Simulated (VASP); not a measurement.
# Sc (Fm-3m) in VASP: notebook

The runs below take Sc through single point, with PBE.

Program: VASP 6.6.1. These are calculated values, not measurements. Logs are shortened: lines on timing, memory, paths and dates and some standing lists are left out, and cuts for length are marked.

**1. The cell of the first run**

The structure is cubic, space group Fm-3m (No. 225). Conventional cell: a = 4.368 Å, b = 4.368 Å, c = 4.368 Å, α = 90.00°, β = 90.00°, γ = 90.00°. Sc (site symmetry m-3m) has 12 Sc at 3.09 Å within 4.1 Å.

This isn't the form of Sc at room conditions, which is hcp.

**2. Single point, PBE (strained)**

The input, INCAR:

```
PREC = Accurate
ENCUT = 500
EDIFF = 1E-6
ISMEAR = 0
SIGMA = 0.1
LREAL = False
LASPH = True
NELM = 120
ALGO = Normal
ISIF = 2
LWAVE = False
LCHARG = False
GGA = PE
NBANDS = 12
GGA_COMPAT = False
```

The input, KPOINTS:

```
Automatic mesh
0
Gamma
  16 16 16
```

The input, POSCAR:

```
Sc
1.0
    0.0000000000      2.1840847700      2.1840847700
    2.1840847700      0.0000000000      2.1840847700
    2.1840847700      2.1840847700      0.0000000000
Sc
1
Direct
    0.0000000000      0.0000000000      0.0000000000
```

Potentials or basis: VASP PAW PBE potentials, release 64 (Sc_sv).

Run with:

```console
$ cat potpaw_PBE.64/Sc_sv/POTCAR > POTCAR
$ mpirun -np 1 vasp_std > vasp.out
```

OUTCAR:

```text
PREC = Accurate
   ENCUT = 500
   EDIFF = 1E-6
   ISMEAR = 0
   LREAL = False
   LASPH = True
   NELM = 120
   ISIF = 2
   GGA = PE

 ion  position               nearest neighbor table
   1  0.000  0.000  0.000-

  LATTYP: Found a face centered cubic cell.
 ALAT       =     4.3681695400

  Lattice vectors:

 A1 = (   0.0000000000,   2.1840847700,   2.1840847700)
 A2 = (   2.1840847700,   0.0000000000,   2.1840847700)
 A3 = (   2.1840847700,   2.1840847700,   0.0000000000)

Analysis of symmetry for initial positions (statically):
=====================================================================
 Subroutine PRICEL returns:
 Original cell was already a primitive cell.

 Routine SETGRP: Setting up the symmetry group for a
 face centered cubic supercell.

 Subroutine GETGRP returns: Found 48 space group operations
 (whereof 48 operations were pure point group operations)
 out of a pool of 48 trial point group operations.

The static configuration has the point symmetry O_h .

Analysis of symmetry for dynamics (positions and initial velocities):
=====================================================================
 Subroutine PRICEL returns:
 Original cell was already a primitive cell.

 Routine SETGRP: Setting up the symmetry group for a
 face centered cubic supercell.

 Subroutine GETGRP returns: Found 48 space group operations
 (whereof 48 operations were pure point group operations)
 out of a pool of 48 trial point group operations.

The dynamic configuration has the point symmetry O_h .

 Subroutine INISYM returns: Found 48 space group operations
 (whereof 48 operations are pure point group operations),
 and found     1 'primitive' translations

----------------------------------------------------------------------------------------

                                     Primitive cell

  volume of cell :      20.8372

  direct lattice vectors                    reciprocal lattice vectors
     0.000000000  2.184084770  2.184084770    -0.228928843  0.228928843  0.228928843
     2.184084770  0.000000000  2.184084770     0.228928843 -0.228928843  0.228928843
     2.184084770  2.184084770  0.000000000     0.228928843  0.228928843 -0.228928843

  length of vectors
     3.088762303  3.088762303  3.088762303     0.396516388  0.396516388  0.396516388

  position of ions in fractional coordinates (direct lattice)
     0.000000000  0.000000000  0.000000000

  ion indices of the primitive-cell ions
   primitive index   ion index
                 1           1

----------------------------------------------------------------------------------------

 KPOINTS: Automatic mesh

Automatic generation of k-mesh.
 Grid dimensions read from file:
 generate k-points for:   16   16   16

 Generating k-lattice:

  Cartesian coordinates                     Fractional coordinates (reciprocal lattice)
    -0.014308053  0.014308053  0.014308053     0.062500000  0.000000000  0.000000000
     0.014308053 -0.014308053  0.014308053     0.000000000  0.062500000  0.000000000
     0.014308053  0.014308053 -0.014308053     0.000000000  0.000000000  0.062500000

  Length of vectors
     0.024782274  0.024782274  0.024782274

  Shift w.r.t. Gamma in fractional coordinates (k-lattice)
     0.000000000  0.000000000  0.000000000

 Subroutine IBZKPT returns following result:
 ===========================================

 Found    145 irreducible k-points:

 Following reciprocal coordinates:
            Coordinates               Weight
  0.000000  0.000000  0.000000      1.000000
  0.062500  0.000000  0.000000      8.000000
  0.125000  0.000000  0.000000      8.000000
  0.187500  0.000000  0.000000      8.000000
  0.250000  0.000000  0.000000      8.000000
  0.312500  0.000000  0.000000      8.000000
[... 16 lines left out ...]
 -0.125000  0.062500  0.000000     24.000000
 -0.062500  0.062500  0.000000     12.000000
 [... further k-points ...]
   k-points           NKPTS =    145   k-points in BZ     NKDIM =    145   number of bands    NBANDS=     12
   number of dos      NEDOS =    301   number of ions     NIONS =      1
   total plane-waves  NPLWV =  13824
   dimension x,y,z NGX =    24 NGY =   24 NGZ =   24
   dimension x,y,z NGXF=    48 NGYF=   48 NGZF=   48
   ions per type =               1
   NGX,Y,Z   is equivalent  to a cutoff of  12.92, 12.92, 12.92 a.u.
   NGXF,Y,Z  is equivalent  to a cutoff of  25.83, 25.83, 25.83 a.u.
 SYSTEM =  unknown system
   PREC   = accura    normal or accurate (medium, high low for compatibility)
   ISTART =      0    job   : 0-new  1-cont  2-samecut
   ICHARG =      2    charge: 1-file 2-atom 10-const
   ISPIN  =      1    spin polarized calculation?
   LNONCOLLINEAR =      F non collinear calculations
   LSORBIT =      F    spin-orbit coupling
   LASPH  =      T    aspherical Exc in radial PAW
   ENCUT  =  500.0 eV  36.75 Ry    6.06 a.u.   5.63  5.63  5.63*2*pi/ulx,y,z
   NELM   =    120;   NELMIN=  2; NELMDL= -5     # of ELM steps
   EDIFF  = 0.1E-05   stopping-criterion for ELM
   LREAL  =      F    real-space projection
   EDIFFG = 0.1E-04   stopping-criterion for IOM
   NSW    =      0    number of steps for IOM
   IBRION =     -1    ionic relax: 0-MD 1-quasi-New 2-CG
   NFREE  =      0    steps in history (QN), initial steepest desc. (CG)
   ISIF   =      2    stress and relaxation
   ISYM   =      2    0-nonsym 1-usesym 2-fastsym
   POTIM  = 0.5000    time-step for ionic-motion
   TEBEG  =    0.0;   TEEND  =   0.0 temperature during run
   PSTRESS=    0.0 pullay stress
   NELECT =      11.0000    total number of electrons
   NUPDOWN=      -1.0000    fix difference up-down
   EMIN   =  10.00;   EMAX   =-10.00  energy-range for DOS
   EFERMI =   0.00;   METHOD = LEGACY
   ISMEAR =     0;   SIGMA  =   0.10  broadening in eV -4-tet -1-fermi 0-gaus
   EFERMI_NEDOS =   21; number of points for ismear=-14 and -15
   IALGO  =     38    algorithm
   IMIX   =      4    mixing-type and parameters
     AMIX     =   0.40;   BMIX     =  1.00
     AMIX_MAG =   1.60;   BMIX_MAG =  1.00
  volume/ion in A,a.u.               =      20.84       140.62
  Fermi-wavevector in a.u.,A,eV,Ry     =   1.323101  2.500298 23.818298  1.750595
  Thomas-Fermi vector in A             =   2.452733
   LORBIT       =      0    0 simple, 1 ext, 2 COOP (PROOUT), +10 PAW based schemes
   GGA     = PE    functional components
   LHFCALC =     F    Hartree Fock is set to
   AEXX    =    0.0000 exact exchange contribution
   IVDW    =     0    specifies the selected vdW correction
   LEPSILON=     F    determine dielectric tensor
   LRPA    =     F    only Hartree local field effects (RPA)
 non-spin polarized calculation
 Gauss-broadening in eV      SIGMA  =   0.10
  energy-cutoff  :      500.00
  volume of cell :       20.84
 maximum number of plane-waves:       544
   NGX = 11   NGY = 11   NGZ = 11

 number of electron      10.9999997 magnetization

 Free energy of the ion-electron system (eV)
  ---------------------------------------------------
  ext. energy  EPLUGINS =         0.00000000
  ---------------------------------------------------
  free energy    TOTEN  =        -6.08419294 eV

  energy without entropy =       -6.07607838  energy(sigma->0) =       -6.08013566

 E-fermi :   4.7990     XC(G=0): -10.5677

 val. band max:        4.7896667050   @ k =  -0.4375   0.1875   0.0625
 cond. band min:       4.8121107843   @ k =  -0.3125   0.2500   0.0625
 fundamental gap:      0.0224440793
 Fermi energy:         4.7989936880

 k-point     1 :       0.0000    0.0000    0.0000
  band No.  band energies     occupation
      1     -44.2103      2.00000
      2     -22.4963      2.00000
      3     -22.4963      2.00000
      4     -22.4963      2.00000
      5      -0.6754      2.00000
      6       6.5985      0.00000
      7       6.5985      0.00000
      8       6.5985      0.00000
      9       8.3168      0.00000
     10       8.3168      0.00000
     11      18.2481      0.00000
     12      22.3455      0.00000

 k-point     2 :       0.0625    0.0000    0.0000
  band No.  band energies     occupation
      1     -44.2057      2.00000
      2     -22.5239      2.00000
      3     -22.4997      2.00000
      4     -22.4997      2.00000
      5      -0.5590      2.00000
      6       6.5057      0.00000
      7       6.6443      0.00000
      8       6.6443      0.00000
      9       8.2817      0.00000
     10       8.2817      0.00000
     11      18.3921      0.00000
     12      21.4365      0.00000

 k-point     3 :       0.1250    0.0000    0.0000
  band No.  band energies     occupation
      1     -44.1928      2.00000
      2     -22.6018      2.00000
      3     -22.5092      2.00000
      4     -22.5092      2.00000
      5      -0.2201      2.00000
      6       6.2583      0.00000
      7       6.7579      0.00000
      8       6.7579      0.00000
      9       8.2091      0.00000
     10       8.2091      0.00000
     11      18.6987      0.00000
     12      19.9502      0.00000
[... 286 lines left out ...]
 k-point    23 :      -0.1250    0.0625    0.0000
  band No.  band energies     occupation
      1     -44.1833      2.00000
      2     -22.6480      2.00000
      3     -22.5343      2.00000
      4     -22.5084      2.00000
      5       0.0347      2.00000
      6       6.0841      0.00000
      7       6.8136      0.00000
      8       6.8557      0.00000
      9       7.9880      0.00000
     10       8.3560      0.00000
     11      18.8197      0.00000
     12      19.4361      0.00000

 k-point    24 :      -0.0625    0.0625    0.0000
  band No.  band energies     occupation
      1     -44.1984      2.00000
      2     -22.5626      2.00000
      3     -22.5151      2.00000
      4     -22.5006      2.00000
      5      -0.3686      2.00000
      6       6.3558      0.00000
      7       6.7153      0.00000
      8       6.7215      0.00000
      9       8.1415      0.00000
     10       8.3213      0.00000
     11      18.6012      0.00000
     12      20.6456      0.00000

 [... further k-points ...]

------------------------ aborting loop because EDIFF is reached ----------------------------------------

  FORCE on cell =-STRESS in cart. coord.  units (eV):
  Direction    XX          YY          ZZ          XY          YZ          ZX
  --------------------------------------------------------------------------------------
  -------------------------------------------------------------------------------------
  Total        1.4661671      1.4661671      1.4661671      0.0000000     -0.0000000     -0.0000000
  in kB      112.7341759    112.7341759    112.7341759      0.0000000     -0.0000000     -0.0000000
  external PRESSURE =     112.7341759 kB  Pullay stress =       0.0000000 kB

 VOLUME and BASIS-vectors are now :
 -----------------------------------------------------------------------------
  energy-cutoff  :      500.00
  volume of cell :       20.84
      direct lattice vectors                 reciprocal lattice vectors
     0.000000000  2.184084770  2.184084770    -0.228928843  0.228928843  0.228928843
     2.184084770  0.000000000  2.184084770     0.228928843 -0.228928843  0.228928843
     2.184084770  2.184084770  0.000000000     0.228928843  0.228928843 -0.228928843

 POSITION                                       TOTAL-FORCE (eV/Angst)
 -----------------------------------------------------------------------------------
      0.00000      0.00000      0.00000         0.000000      0.000000      0.000000
 -----------------------------------------------------------------------------------
    total drift:                               -0.000000      0.000000      0.000000

  FREE ENERGIE OF THE ION-ELECTRON SYSTEM (eV)
  ---------------------------------------------------
  free  energy   TOTEN  =        -6.0841929408 eV

  energy  without entropy=       -6.0760783848  energy(sigma->0) =       -6.08013566
```

Wall time 36 s (1 thread of Intel Xeon 8259CL, shared host); peak memory 0.16 GiB.

Results:

* Free energy: -6.0842 eV
* Pressure: 11.3 GPa
* Band gap on the k mesh: zero (an odd number of electrons rules out a gap without spin polarisation)

Levels at points of the mesh, in eV from the Fermi level:
```csv
k point,band 2,band 3,band 4,band 5,band 6,band 7,band 8,band 9
"(0.00, 0.00, 0.00)",-27.30,-27.30,-27.30,-5.47,1.80,1.80,1.80,3.52
"(0.50, 0.00, 0.00)",-27.99,-27.38,-27.38,-1.97,0.62,1.65,1.65,4.64
"(0.50, 0.50, 0.00)",-27.94,-27.54,-27.54,-1.91,-0.90,2.61,4.63,4.93
```

Caveat: the cell differs from its parent crystal (strained); the cell stands under pressure.

(Continued in part 2 of 2.)
